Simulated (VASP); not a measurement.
# Si62As (a cell with a defect) in VASP: further runs, part 3 of 3

VASP 6.6.1.

**4. Single point, LDA**

INCAR

```
ALGO = Normal
EDIFF = 1E-6
ENCUT = 520
GGA = CA
ISIF = 2
ISMEAR = -1
LASPH = True
LCHARG = False
LREAL = Auto
LWAVE = False
NBANDS = 164
NELECT = 252.0
NELM = 100
PREC = Accurate
SIGMA = 0.05
```

KPOINTS

```
k-points
0
Gamma
  1 1 1
```

POSCAR

```
Si62As
1.0
   10.8600000000      0.0000000000      0.0000000000
    0.0000000000     10.8600000000      0.0000000000
    0.0000000000      0.0000000000     10.8600000000
Si As
62 1
Direct
    0.4986516575      0.0004643646     -0.0013418969
    0.6223942910      0.1256690608      0.1243543278
    0.7496685083      0.2507336096     -0.0005853591
    0.8734697974      0.3754883057      0.1259990792
    0.7497453959      0.0045681400      0.2455458564
    0.8724200737      0.1225580110      0.3770966851
   -0.0023457643      0.0007909761      0.0002872007
    0.1231700737      0.1250655617      0.1248141805
    0.2488496317      0.2503054328     -0.0001932781
    0.3741941068      0.3759524862      0.1248991713
    0.4983558011      0.5015266114      0.0003164825
    0.6259272560      0.6269117864      0.1278485267
    0.7494992634      0.7495623389      0.0002608656
    0.8725082873      0.8729511050      0.1276930018
    0.2477276243      0.0004552486      0.2496424494
    0.3736568140      0.1254688766      0.3731400552
    0.4988577348      0.2513677716      0.2496743094
    0.6245072744      0.3745157459      0.3754837937
    0.7494272560      0.5009746777      0.2526732965
    0.8741302947      0.6250158379      0.3788740331
    0.4953918969      0.0034955801      0.4994381215
    0.6260081031      0.1220662063      0.6230243094
    0.7495458564      0.2499700737      0.5006470534
    0.8750592081      0.3740197053      0.6259633517
    0.7494198895     -0.0027723757      0.7489946593
    0.8733174033      0.1240613260      0.8744558932
   -0.0006383978      0.4998560773      0.0006979742
    0.1238996317      0.6259114180      0.1257652855
    0.2489352670      0.7498195212     -0.0004262431
    0.3738640884      0.8769046041      0.1248441068
   -0.0022105893      0.2496395948      0.2492895948
    0.1243947514      0.3750169429      0.3755335175
    0.2496096685      0.5015616943      0.2490252302
    0.3766662063      0.6268540516      0.3769479742
    0.4954430939      0.7504229282      0.2466401473
   -0.0017361878     -0.0025724678      0.5003733886
    0.1239241252      0.1242244936      0.6241128913
    0.2488905157      0.2506357274      0.5003504604
    0.3752472376      0.3754476059      0.6243537753
    0.5017104972      0.5011142726      0.5002743094
    0.6280693370      0.6252197974      0.6247213628
    0.8743665746      0.8711278085      0.6251027624
    0.2496138122      0.0008923573      0.7483365562
    0.3738978821      0.1251357274      0.8741029466
    0.4984437385      0.2495280847      0.7485284530
    0.6248455801      0.3750828729      0.8749236648
    0.7509186004      0.4998953039      0.7501224678
    0.8748488950      0.6242083794      0.8760539595
   -0.0015982505      0.7495914365      0.2527003683
    0.1246840700      0.8746405157      0.3755017495
   -0.0006004604      0.4996333333      0.5016556169
    0.1250256906      0.6240233886      0.6258653775
    0.2491298343      0.7494910681      0.5006108656
    0.3768847145      0.8730646409      0.6231484346
   -0.0005126151      0.2492348066      0.7502939227
    0.1244255985      0.3747919890      0.8753836096
    0.2499320442      0.4997229282      0.7502723757
    0.3751545120      0.6258302026      0.8745162983
    0.5019273481      0.7497624309      0.7489868324
    0.6245031308      0.8746684162      0.8756287293
   -0.0003954880      0.7481773481      0.7505360958
    0.1244665746      0.8744683241      0.8750782689
    0.7362598527      0.7633553407      0.4869122468
```

Potentials or basis: VASP PAW LDA potentials, release 64 (Si, As).

Launch:

```
$ cat potpaw_LDA.64/Si/POTCAR potpaw_LDA.64/As/POTCAR > POTCAR
$ mpirun -np 1 vasp_gam > vasp.out
```

OUTCAR:

```text
EDIFF = 1E-6
   ENCUT = 520
   GGA = CA
   ISIF = 2
   ISMEAR = -1
   LASPH = True
   LREAL = Auto
   NELECT = 252.0
   NELM = 100
   PREC = Accurate

 ion  position               nearest neighbor table
   1  0.499  0.000  0.999-  44 2.34  30 2.35   2 2.35  60 2.35
   2  0.622  0.126  0.124-   5 2.32  17 2.35   1 2.35   3 2.37
   3  0.750  0.251  0.999-  46 2.34   4 2.35  26 2.35   2 2.37
   4  0.873  0.375  0.126-  31 2.34   3 2.35  27 2.35  19 2.36
   5  0.750  0.005  0.246-   2 2.32   6 2.34  14 2.34
   6  0.872  0.123  0.377-   5 2.34  23 2.34  36 2.35  31 2.38
   7  0.998  0.001  0.000-  26 2.34   8 2.35  62 2.37  14 2.39
[... 493 lines left out ...]
  Total      -18.1356842    -18.2038146    -18.2304737     -3.5547808     -3.6197526      3.5797106
  in kB      -22.6858498    -22.7710738    -22.8044215     -4.4466601     -4.5279331      4.4778447
  external PRESSURE =     -22.7537817 kB  Pullay stress =       0.0000000 kB

 VOLUME and BASIS-vectors are now :
 -----------------------------------------------------------------------------
  energy-cutoff  :      520.00
  volume of cell :     1280.82
      direct lattice vectors                 reciprocal lattice vectors
    10.860000000  0.000000000  0.000000000     0.092081031  0.000000000  0.000000000
     0.000000000 10.860000000  0.000000000     0.000000000  0.092081031  0.000000000
     0.000000000  0.000000000 10.860000000     0.000000000  0.000000000  0.092081031

 POSITION                                       TOTAL-FORCE (eV/Angst)
 -----------------------------------------------------------------------------------
      5.41536      0.00504     10.84543         0.009606     -0.001543      0.008941
      6.75920      1.36477      1.35049        -0.008262      0.004016     -0.007179
      8.14140      2.72297     10.85364        -0.010404     -0.003162     -0.007040
      9.48588      4.07780      1.36835         0.007360     -0.002354      0.005642
      8.14223      0.04961      2.66663         0.014019      0.005078     -0.008438
      9.47448      1.33098      4.09527         0.002768     -0.002317      0.001288
[... 55 lines left out ...]
      1.35171      9.49673      9.50335        -0.008577      0.025496     -0.007765
      7.99578      8.29004      5.28787        -0.006879      0.012376     -0.021566
 -----------------------------------------------------------------------------------
    total drift:                               -0.017566      0.000123      0.004539

  FREE ENERGIE OF THE ION-ELECTRON SYSTEM (eV)
  ---------------------------------------------------
  free  energy   TOTEN  =      -371.6748853384 eV

  energy  without entropy=     -371.6486190370  energy(sigma->0) =     -371.66175219
```

stdout:

```text
POSCAR found type information on POSCAR SiAs
 POSCAR found :  2 types and      63 ions
 scaLAPACK will be used
 LDA part: xc-table for (Slater(with rela. corr.)+CA(PZ))
 , standard interpolation
 POSCAR, INCAR and KPOINTS ok, starting setup
 FFT: planning ... GRIDC
 FFT: planning ... GRID_SOFT
 FFT: planning ... GRID
 WAVECAR not read
 entering main loop
 the old and the new charge density differ
 old charge density:   253.00000 new  252.00000
    0.284E+01
```

Wall time 6.7 min (1 thread of Oxide Virtual Turin-like, shared host); peak memory 0.68 GiB.

Results:

```
Free energy   : -371.6749 eV
Largest force : 0.039 eV/Å
```

Forces on the atoms (eV/Å):
```
Si   0.010 -0.002  0.009
Si  -0.008  0.004 -0.007
Si  -0.010 -0.003 -0.007
Si   0.007 -0.002  0.006
Si   0.014  0.005 -0.008
Si   0.003 -0.002  0.001
Si   0.001  0.001  0.004
Si   0.006  0.005  0.005
Si   0.005  0.004  0.003
Si  -0.009 -0.009 -0.007
Si   0.004  0.002  0.010
Si   0.002  0.001  0.001
Si  -0.007  0.003 -0.006
Si   0.004  0.004 -0.004
Si   0.002 -0.005 -0.001
Si   0.007 -0.001 -0.007
Si   0.001 -0.006  0.000
Si  -0.004 -0.002 -0.005
Si  -0.005 -0.008 -0.002
Si   0.007 -0.005 -0.027
Si  -0.022  0.021  0.025
Si  -0.001  0.002  0.000
Si  -0.006  0.003 -0.005
Si   0.006 -0.011  0.001
Si  -0.001  0.006  0.009
Si   0.005 -0.003  0.010
Si   0.006 -0.004  0.009
Si  -0.001 -0.013  0.001
Si   0.003  0.007 -0.005
Si  -0.004  0.007 -0.007
Si   0.001 -0.005 -0.012
Si  -0.004  0.009 -0.019
Si   0.008 -0.004  0.003
Si   0.000  0.007 -0.002
Si  -0.020 -0.027 -0.020
Si   0.008  0.003 -0.002
Si  -0.006 -0.002  0.007
Si  -0.003  0.004 -0.007
Si   0.001 -0.002  0.002
Si   0.000 -0.019 -0.001
Si  -0.020 -0.011  0.017
Si   0.008  0.020  0.016
Si   0.009 -0.006  0.009
Si   0.005  0.010 -0.001
Si   0.001 -0.013  0.003
Si  -0.018  0.005 -0.003
Si   0.014 -0.004  0.001
Si   0.005 -0.001  0.011
Si   0.001  0.007  0.001
Si   0.008  0.009 -0.012
Si   0.004 -0.004  0.019
Si   0.013 -0.007  0.010
Si  -0.001  0.006 -0.006
Si  -0.001  0.002 -0.004
Si   0.009  0.001  0.003
Si   0.005 -0.003 -0.006
Si  -0.008 -0.006  0.008
Si  -0.001 -0.001  0.004
Si  -0.006 -0.001  0.013
Si  -0.006  0.005  0.005
Si  -0.003 -0.009 -0.006
Si  -0.009  0.025 -0.008
As  -0.007  0.012 -0.022
```

Caveat: the k points lie up to 0.58 Å⁻¹ apart; the cell carries a net charge on a neutralising background, which shifts energy and pressure; the cell is charged against a uniform background, so pressure and absolute levels hang on convention.
